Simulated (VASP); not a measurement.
# BN (R3m) in VASP: further runs

BN is run at these levels: PBEsol; tasks: single point.

Program: VASP 6.6.1. These are calculated values, not measurements. Logs are shortened: lines on timing, memory, paths and dates and some standing lists are left out, and cuts for length are marked.

### Step 1. The cell of the first run

It takes space group R3m (No. 160, trigonal). Conventional cell: a = 2.582 Å, b = 2.582 Å, c = 6.136 Å, α = 90.00°, β = 90.00°, γ = 120.00°. Within 2.0 Å of B (site symmetry 3m) lie 4 N at 1.53 to 1.58 Å. N (site symmetry 3m) has 4 B at 1.53 to 1.58 Å within 2.0 Å.

### Step 2. Single point, PBEsol (equal xy, yz and zx shear strains of -2 %)

INCAR reads:

```
SYSTEM = BN
ALGO     = Normal         ! electronic algorithm
EDIFF    = 1E-7           ! SCF threshold, eV
ENCUT    = 520            ! plane-wave cutoff, eV
GGA      = PS             ! functional
ISIF     = 2              ! what is computed and relaxed
ISMEAR   = -1             ! smearing method
LASPH    = .True.         ! aspherical terms in the spheres
LCHARG   = .False.        ! write CHGCAR
LREAL    = .False.        ! projectors in reciprocal space
LWAVE    = .False.        ! write WAVECAR
NBANDS   = 11             ! bands
NELM     = 80             ! most SCF steps
PREC     = Accurate       ! precision mode
SIGMA    = 0.03           ! smearing width, eV
```

KPOINTS reads:

```
k-points
0
Gamma
  13 13 13
  0 0 0
```

POSCAR reads:

```
BN
1.0
   -0.0361500000      1.7894250000      1.7894250000
    1.7894250000     -0.0361500000      1.7894250000
    1.7894250000      1.7894250000     -0.0361500000
B N
1 1
Direct
    0.0000000000      0.0000000000      0.0000000000
    0.7500000000      0.7500000000      0.7500000000
```

Potentials or basis: VASP PAW PBE potentials, release 64 (B, N).

The run is started by

```sh
$ cat potpaw_PBE.64/B/POTCAR potpaw_PBE.64/N/POTCAR > POTCAR
$ mpirun -np 1 vasp_std > vasp.out
```

OUTCAR:

```text
SYSTEM = BN
   EDIFF = 1E-7
   ENCUT = 520
   GGA = PS
   ISIF = 2
   ISMEAR = -1
   LASPH = .True.
   LREAL = .False.
   NELM = 80
   PREC = Accurate

 ion  position               nearest neighbor table
   1  0.000  0.000  0.000-   2 1.53   2 1.58   2 1.58   2 1.58
   2  0.750  0.750  0.750-   1 1.53   1 1.58   1 1.58   1 1.58

  LATTYP: Found a trigonal (rhomboedric) cell.
 ALAT       =     2.5308872918
 COS(alpha) =     0.4797000918

  Lattice vectors:

 A1 = (  -0.0361500000,   1.7894250000,   1.7894250000)
 A2 = (   1.7894250000,  -0.0361500000,   1.7894250000)
 A3 = (   1.7894250000,   1.7894250000,  -0.0361500000)

Analysis of symmetry for initial positions (statically):
=====================================================================
 Subroutine PRICEL returns:
 Original cell was already a primitive cell.

 Routine SETGRP: Setting up the symmetry group for a
 trigonal (rhombohedral) supercell.

 Subroutine GETGRP returns: Found  6 space group operations
 (whereof  6 operations were pure point group operations)
 out of a pool of 12 trial point group operations.

The static configuration has the point symmetry C_3v.

Analysis of symmetry for dynamics (positions and initial velocities):
=====================================================================
 Subroutine PRICEL returns:
 Original cell was already a primitive cell.

 Routine SETGRP: Setting up the symmetry group for a
 trigonal (rhombohedral) supercell.

 Subroutine GETGRP returns: Found  6 space group operations
 (whereof  6 operations were pure point group operations)
 out of a pool of 12 trial point group operations.

The dynamic configuration has the point symmetry C_3v.

 Subroutine INISYM returns: Found  6 space group operations
 (whereof  6 operations are pure point group operations),
 and found     1 'primitive' translations

----------------------------------------------------------------------------------------

                                     Primitive cell

  volume of cell :      11.8068

  direct lattice vectors                    reciprocal lattice vectors
    -0.036150000  1.789425000  1.789425000    -0.271091552  0.276681068  0.276681068
     1.789425000 -0.036150000  1.789425000     0.276681068 -0.271091552  0.276681068
     1.789425000  1.789425000 -0.036150000     0.276681068  0.276681068 -0.271091552

  length of vectors
     2.530887292  2.530887292  2.530887292     0.476020437  0.476020437  0.476020437

[... 86 lines left out ...]
   ISIF   =      2    stress and relaxation
   ISYM   =      2    0-nonsym 1-usesym 2-fastsym
   POTIM  = 0.5000    time-step for ionic-motion
   TEBEG  =    0.0;   TEEND  =   0.0 temperature during run
   PSTRESS=    0.0 pullay stress
   NELECT =       8.0000    total number of electrons
   NUPDOWN=      -1.0000    fix difference up-down
   EMIN   =  10.00;   EMAX   =-10.00  energy-range for DOS
   EFERMI =   0.00;   METHOD = LEGACY
   ISMEAR =    -1;   SIGMA  =   0.03  broadening in eV -4-tet -1-fermi 0-gaus
   EFERMI_NEDOS =   21; number of points for ismear=-14 and -15
   IALGO  =     38    algorithm
   IMIX   =      4    mixing-type and parameters
     AMIX     =   0.40;   BMIX     =  1.00
     AMIX_MAG =   1.60;   BMIX_MAG =  1.00
  volume/ion in A,a.u.               =       5.90        39.84
  Fermi-wavevector in a.u.,A,eV,Ry     =   1.437894  2.717226 28.130584  2.067540
  Thomas-Fermi vector in A             =   2.556921
   LORBIT       =      0    0 simple, 1 ext, 2 COOP (PROOUT), +10 PAW based schemes
   GGA     = PS    functional components
   LHFCALC =     F    Hartree Fock is set to
   AEXX    =    0.0000 exact exchange contribution
   IVDW    =     0    specifies the selected vdW correction
   LEPSILON=     F    determine dielectric tensor
   LRPA    =     F    only Hartree local field effects (RPA)
 non-spin polarized calculation
  energy-cutoff  :      520.00
  volume of cell :       11.81
 maximum number of plane-waves:       331
   NGX =  9   NGY =  9   NGZ =  9

 number of electron       7.9999999 magnetization

 Free energy of the ion-electron system (eV)
  ---------------------------------------------------
  ext. energy  EPLUGINS =         0.00000000
  ---------------------------------------------------
  free energy    TOTEN  =       -18.32607160 eV

  energy without entropy =      -18.32607160  energy(sigma->0) =      -18.32607160

 E-fermi :   7.9600     XC(G=0): -13.0172

 val. band max:        7.4266274092   @ k =   0.0000   0.0000   0.0000
 cond. band min:      11.6965409212   @ k =   0.4615   0.4615   0.0000
 fundamental gap:      4.2699135120
 Fermi energy:         7.9600176690

 k-point     1 :       0.0000    0.0000    0.0000
  band No.  band energies     occupation
      1     -12.8930      2.00000
      2       7.3325      2.00000
      3       7.3325      2.00000
      4       7.4266      2.00000
      5      15.8612      0.00000
      6      15.8612      0.00000
      7      16.3114      0.00000
      8      18.0268      0.00000
      9      31.8820      0.00000
     10      35.0707      0.00000
     11      35.0708      0.00000
[... 309 lines left out ...]
 k-point    24 :       0.4615    0.1538    0.0000
  band No.  band energies     occupation
      1      -8.9227      2.00000
      2      -2.0505      2.00000
      3       4.1428      2.00000
      4       4.6396      2.00000
      5      16.2998      0.00000
      6      19.3624      0.00000
      7      20.0614      0.00000
      8      21.7030      0.00000
      9      27.9485      0.00000
     10      33.4320      0.00000
     11      35.1706      0.00000

 [... further k-points ...]

------------------------ aborting loop because EDIFF is reached ----------------------------------------

  FORCE on cell =-STRESS in cart. coord.  units (eV):
  Direction    XX          YY          ZZ          XY          YZ          ZX
  --------------------------------------------------------------------------------------
  -------------------------------------------------------------------------------------
  Total       -0.1315244     -0.1315244     -0.1315244      0.6836236      0.6836236      0.6836236
  in kB      -17.8477333    -17.8477333    -17.8477333     92.7670779     92.7670779     92.7670779
  external PRESSURE =     -17.8477333 kB  Pullay stress =       0.0000000 kB

 VOLUME and BASIS-vectors are now :
 -----------------------------------------------------------------------------
  energy-cutoff  :      520.00
  volume of cell :       11.81
      direct lattice vectors                 reciprocal lattice vectors
    -0.036150000  1.789425000  1.789425000    -0.271091552  0.276681068  0.276681068
     1.789425000 -0.036150000  1.789425000     0.276681068 -0.271091552  0.276681068
     1.789425000  1.789425000 -0.036150000     0.276681068  0.276681068 -0.271091552

 POSITION                                       TOTAL-FORCE (eV/Angst)
 -----------------------------------------------------------------------------------
      0.00000      0.00000      0.00000         0.072733      0.072733      0.072733
      2.65702      2.65702      2.65703        -0.072733     -0.072733     -0.072733
 -----------------------------------------------------------------------------------
    total drift:                               -0.000003     -0.000003     -0.000003

  FREE ENERGIE OF THE ION-ELECTRON SYSTEM (eV)
  ---------------------------------------------------
  free  energy   TOTEN  =       -18.3260716008 eV

  energy  without entropy=      -18.3260716008  energy(sigma->0) =      -18.32607160
```

It took 38 s on 1 thread of AMD EPYC 7R13, shared host; peak memory 0.11 GiB.

Results:

```
Free energy            : -18.3261 eV
Pressure               : -1.8 GPa
Largest force          : 0.126 eV/Å
Band gap on the k mesh : 4.27 eV, indirect (least direct gap 8.43 eV)
```

Forces on the atoms (eV/Å):
```
B    0.073  0.073  0.073
N   -0.073 -0.073 -0.073
```

Stress tensor (GPa, compression positive):
```
-1.78  9.28  9.28
 9.28 -1.78  9.28
 9.28  9.28 -1.78
```

Levels at points of the mesh, in eV from the valence-band top:
```
           k point  band 1  band 2  band 3  band 4  band 5  band 6  band 7  band 8
(0.00, 0.00, 0.00)  -20.32   -0.09   -0.09    0.00    8.43    8.43    8.88   10.60
```

Caveat: the cell differs from its parent crystal (equal xy, yz and zx shear strains of -2 %); the PAW data sets were made with another functional, which shifts forces and pressure a little.

### Step 3. Single point, PBEsol (equal xy, yz and zx shear strains of +1 %)

INCAR reads:

```
PREC = Accurate ; ENCUT = 520
EDIFF = 1E-6 ; ISMEAR = -1
SIGMA = 0.03 ; LREAL = False
LASPH = True ; NELM = 60
ALGO = Normal ; ISIF = 2
LWAVE = False ; LCHARG = False
GGA = PS ; NBANDS = 11
```

KPOINTS reads:

```
Automatic mesh
0
Gamma
  13 13 13
```

POSCAR reads:

```
BN
1.0
    0.0180750000      1.8165375000      1.8165375000
    1.8165375000      0.0180750000      1.8165375000
    1.8165375000      1.8165375000      0.0180750000
B N
1 1
Direct
    0.0000000000      0.0000000000      0.0000000000
    0.7500000000      0.7500000000      0.7500000000
```

Potentials or basis: VASP PAW PBE potentials, release 64 (B, N).

The run is started by

```sh
$ cat potpaw_PBE.64/B/POTCAR potpaw_PBE.64/N/POTCAR > POTCAR
$ mpirun -np 1 vasp_std > vasp.out
```

Run time: 39 s. Hardware: 1 thread of AMD EPYC 7R13, shared host; peak memory 0.11 GiB.

It converged, with:

- Free energy: -18.3416 eV
- Pressure: -2.2 GPa
- Largest force: 0.028 eV/Å
- Band gap on the k mesh: 4.33 eV, indirect (least direct gap 8.41 eV)

Forces in eV/Å, atoms in the order of the input:
```
B   -0.016 -0.016 -0.016
N    0.016  0.016  0.016
```

Stress tensor (GPa, compression positive):
```
-2.21 -4.49 -4.49
-4.49 -2.21 -4.49
-4.49 -4.49 -2.21
```

Levels at points of the mesh, in eV from the valence-band top:
```csv
k point,band 1,band 2,band 3,band 4,band 5,band 6,band 7,band 8,band 9
"(0.00, 0.00, 0.00)",-20.28,-0.07,0.00,0.00,8.41,8.88,8.88,10.32,24.49
```

Caveat: the cell differs from its parent crystal (equal xy, yz and zx shear strains of +1 %); the PAW data sets were made with another functional, which shifts forces and pressure a little. A k mesh can miss the band edges.

### Step 4. Single point, PBEsol (equal xy, yz and zx shear strains of +3 %)

INCAR reads:

```
SYSTEM = BN
ALGO = Normal
EDIFF = 1E-6
ENCUT = 520
GGA = PS
ISIF = 2
ISMEAR = -1
LASPH = .TRUE.
LCHARG = .FALSE.
LREAL = .FALSE.
LWAVE = .FALSE.
NBANDS = 11
NELM = 100
PREC = Accurate
SIGMA = 0.03
```

KPOINTS reads:

```
k-points
0
G
  13 13 13
  0 0 0
```

POSCAR reads:

```
BN
1.0
    0.0542250000      1.8346125000      1.8346125000
    1.8346125000      0.0542250000      1.8346125000
    1.8346125000      1.8346125000      0.0542250000
B N
1 1
Direct
    0.0000000000      0.0000000000      0.0000000000
    0.7500000000      0.7500000000      0.7500000000
```

Potentials or basis: VASP PAW PBE potentials, release 64 (B, N).

The run is started by

```sh
$ cat potpaw_PBE.64/B/POTCAR potpaw_PBE.64/N/POTCAR > POTCAR
$ mpirun -np 1 vasp_std > vasp.out
```

OUTCAR:

```text
SYSTEM = BN
   EDIFF = 1E-6
   ENCUT = 520
   GGA = PS
   ISIF = 2
   ISMEAR = -1
   LASPH = .TRUE.
   LREAL = .FALSE.
   NELM = 100
   PREC = Accurate

 ion  position               nearest neighbor table
   1  0.000  0.000  0.000-   2 1.55   2 1.55   2 1.55   2 1.61
   2  0.750  0.750  0.750-   1 1.55   1 1.55   1 1.55   1 1.61

  LATTYP: Found a trigonal (rhomboedric) cell.
 ALAT       =     2.5951004607
 COS(alpha) =     0.5293254421

  Lattice vectors:

 A1 = (   0.0542250000,   1.8346125000,   1.8346125000)
 A2 = (   1.8346125000,   0.0542250000,   1.8346125000)
 A3 = (   1.8346125000,   1.8346125000,   0.0542250000)

Analysis of symmetry for initial positions (statically):
=====================================================================
 Subroutine PRICEL returns:
 Original cell was already a primitive cell.

 Routine SETGRP: Setting up the symmetry group for a
 trigonal (rhombohedral) supercell.

 Subroutine GETGRP returns: Found  6 space group operations
 (whereof  6 operations were pure point group operations)
 out of a pool of 12 trial point group operations.

The static configuration has the point symmetry C_3v.

[... 170 lines left out ...]
      3       7.4447      2.00000
      4       7.4447      2.00000
      5      14.9611      0.00000
      6      16.5461      0.00000
      7      16.5461      0.00000
      8      18.0767      0.00000
      9      31.8820      0.00000
     10      35.0390      0.00000
     11      35.1026      0.00000
[... 309 lines left out ...]
 k-point    24 :       0.4615    0.1538   -0.0000
  band No.  band energies     occupation
      1      -8.8072      2.00000
      2      -1.8521      2.00000
      3       3.9928      2.00000
      4       4.3679      2.00000
      5      15.8455      0.00000
      6      19.1741      0.00000
      7      19.8501      0.00000
      8      22.4150      0.00000
      9      28.1314      0.00000
     10      33.3121      0.00000
     11      34.6979      0.00000

 [... further k-points ...]

------------------------ aborting loop because EDIFF is reached ----------------------------------------

  FORCE on cell =-STRESS in cart. coord.  units (eV):
  Direction    XX          YY          ZZ          XY          YZ          ZX
  --------------------------------------------------------------------------------------
  -------------------------------------------------------------------------------------
  Total       -0.0838334     -0.0838334     -0.0838334     -0.9744572     -0.9744572     -0.9744572
  in kB      -11.3802840    -11.3802840    -11.3802840   -132.2813925   -132.2813925   -132.2813925
  external PRESSURE =     -11.3802840 kB  Pullay stress =       0.0000000 kB

 VOLUME and BASIS-vectors are now :
 -----------------------------------------------------------------------------
  energy-cutoff  :      520.00
  volume of cell :       11.80
      direct lattice vectors                 reciprocal lattice vectors
     0.054225000  1.834612500  1.834612500    -0.284927609  0.276747869  0.276747869
     1.834612500  0.054225000  1.834612500     0.276747869 -0.284927609  0.276747869
     1.834612500  1.834612500  0.054225000     0.276747869  0.276747869 -0.284927609

 POSITION                                       TOTAL-FORCE (eV/Angst)
 -----------------------------------------------------------------------------------
      0.00000      0.00000      0.00000        -0.012904     -0.012904     -0.012904
      2.79259      2.79259      2.79259         0.012904      0.012904      0.012904
 -----------------------------------------------------------------------------------
    total drift:                                0.000056      0.000056      0.000056

  FREE ENERGIE OF THE ION-ELECTRON SYSTEM (eV)
  ---------------------------------------------------
  free  energy   TOTEN  =       -18.3027698197 eV

  energy  without entropy=      -18.3027698197  energy(sigma->0) =      -18.30276982
```

OSZICAR:

```text
N       E                     dE             d eps       ncg     rms          rms(c)
DAV:   1     0.886621928455E+01    0.88662E+01   -0.50434E+03  5221   0.726E+02
DAV:   2    -0.187722709985E+02   -0.27638E+02   -0.26946E+02  6069   0.164E+02
DAV:   3    -0.192600488295E+02   -0.48778E+00   -0.48703E+00  6006   0.185E+01
DAV:   4    -0.192606057091E+02   -0.55688E-03   -0.55687E-03  5457   0.699E-01
DAV:   5    -0.192606061986E+02   -0.48958E-06   -0.49012E-06  5829   0.205E-02    0.658E+00
DAV:   6    -0.184085176825E+02    0.85209E+00   -0.27060E+00  5379   0.940E+00    0.327E+00
DAV:   7    -0.183234845742E+02    0.85033E-01   -0.10175E-01  5870   0.256E+00    0.188E+00
DAV:   8    -0.183027598262E+02    0.20725E-01   -0.33397E-02  5766   0.127E+00    0.182E-01
DAV:   9    -0.183027490427E+02    0.10784E-04   -0.93181E-04  5379   0.259E-01    0.814E-02
DAV:  10    -0.183027678214E+02   -0.18779E-04   -0.72200E-05  5711   0.737E-02    0.136E-02
DAV:  11    -0.183027696750E+02   -0.18536E-05   -0.40341E-06  5685   0.164E-02    0.817E-03
DAV:  12    -0.183027698197E+02   -0.14476E-06   -0.74466E-07  2730   0.605E-03
   1 F= -.18302770E+02 E0= -.18302770E+02  d E =-.151876E-12
```

stdout:

```text
POSCAR found type information on POSCAR B N
 POSCAR found :  2 types and       2 ions
 scaLAPACK will be used
 -----------------------------------------------------------------------------
|                                                                             |
|                                                                             |
|     You enforced a specific xc type in the INCAR file but a different       |
|     I HOPE YOU KNOW WHAT YOU ARE DOING!                                     |
|                                                                             |
 -----------------------------------------------------------------------------

 LDA part: xc-table for (Slater+PW92), standard interpolation
 POSCAR, INCAR and KPOINTS ok, starting setup
 FFT: planning ... GRIDC
 FFT: planning ... GRID_SOFT
 FFT: planning ... GRID
 WAVECAR not read
 entering main loop
```

Wall time 40 s (1 thread of AMD EPYC 7R13, shared host); peak memory 0.11 GiB.

What came out:

- Free energy: -18.3028 eV
- Pressure: -1.1 GPa
- Largest force: 0.022 eV/Å
- Band gap on the k mesh: 4.23 eV, indirect (least direct gap 7.52 eV)

Forces in eV/Å, atoms in the order of the input:
```
B   -0.013 -0.013 -0.013
N    0.013  0.013  0.013
```

Caveat: the cell differs from its parent crystal (equal xy, yz and zx shear strains of +3 %); the PAW data sets were made with another functional, which shifts forces and pressure a little. A k mesh can miss the band edges.

### Step 5. The runs side by side

| cell | gap on the mesh (eV) | pressure (GPa) | largest force (eV/Å) |
| --- | --- | --- | --- |
| a = 2.531 Å, angles 61.3°, 2 atoms | 4.27 | -1.8 | 0.13 |
| a = 2.569 Å, angles 59.3°, 2 atoms | 4.33 | -2.2 | 0.03 |
| a = 2.595 Å, angles 58.0°, 2 atoms | 4.23 | -1.1 | 0.02 |

Alike in all rows: task single point; level PBEsol; potentials or basis VASP PAW PBE potentials, release 64 (B, N); no spin polarisation; k mesh 13 × 13 × 13; cutoff (eV) 520; smearing fermi-dirac 0.03 eV.

Caveats: the PAW data sets were made with another functional, which shifts forces and pressure a little.

Absolute energies hang on the potentials; compare differences alone.
